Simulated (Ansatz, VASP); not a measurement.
## One calculation of Al, two programs

POSCAR

```
Al
1.0
    0.0000000000      1.9430208000      2.0239800000
    1.9430208000      0.0000000000      2.0239800000
    1.9430208000      1.9430208000      0.0000000000
Al
1
Direct
    0.0000000000      0.0000000000      0.0000000000
```

INCAR.step1

```
SYSTEM = Al
PREC = Accurate
ENCUT = 520
ISMEAR = 0
SIGMA = 0.15
LREAL = .FALSE.
LASPH = .TRUE.
NELM = 100
NBANDS = 8
GGA = PE
ALGO = Normal
EDIFF = 1E-4
LWAVE = .TRUE.
LCHARG = .FALSE.
```

File INCAR.step2:

```
SYSTEM = Al
PREC = Accurate
ENCUT = 520
EDIFF = 1E-6
ISMEAR = 0
SIGMA = 0.15
LREAL = .FALSE.
LASPH = .TRUE.
NELM = 100
ALGO = Normal
ISIF = 2
LWAVE = .FALSE.
LCHARG = .TRUE.
METAGGA = R2SCAN
LMIXTAU = .TRUE.
LELF = .TRUE.
LVHAR = .TRUE.
NBANDS = 8
ISTART = 1
```

KPOINTS

```
regular mesh
0
G
  20 20 20
  0 0 0
```

Input for Ansatz:

```yaml
crystal:
  lattice:
    - [0.0, 1.9430208, 2.02398]
    - [1.9430208, 0.0, 2.02398]
    - [1.9430208, 1.9430208, 0.0]
  atoms:
    - { symbol: Al, position: [0.0, 0.0, 0.0] }
basis:
  ecutwfc: 500
kpoints:
  mp_grid: { grid: [20, 20, 20] }
hamiltonian:
  xc: r2scan
scf:
  occupations: { method: gaussian, width: 0.15 }
output:
  forces: true
  stress: true
  eigenvalues: true
```

Change from the starting cell: strain -0.040 along x and y, +0.000 along z, atoms carried along.

Alike in both runs: task single point; functional r2SCAN; k mesh 20 × 20 × 20; occupations gaussian, width 0.15 eV; no spin polarisation.

|  | VASP | Ansatz |
| --- | --- | --- |
| version | VASP 6.6.1 | Ansatz 0.2.0 |
| potentials or method | VASP PAW PBE potentials, release 64 (Al), cutoff 520 eV | scalar-relativistic, plane waves, PAW |
| valence electrons in the cell | 3 | 3 |

```csv
,VASP,Ansatz,Ansatz less VASP
gap on the k mesh at the Fermi level (eV),none,none,-
pressure (GPa),3.9,4.3,+0.36
"traceless stress, the component that is largest in VASP (GPa)",-2.52,-2.52,-0.002
```

VASP's potentials were made for PBE, not for r2SCAN. A gap of «none» marks a metal or a gap that the smearing closes. The functional is the same, so the differences come from potentials, cutoffs and numerics.
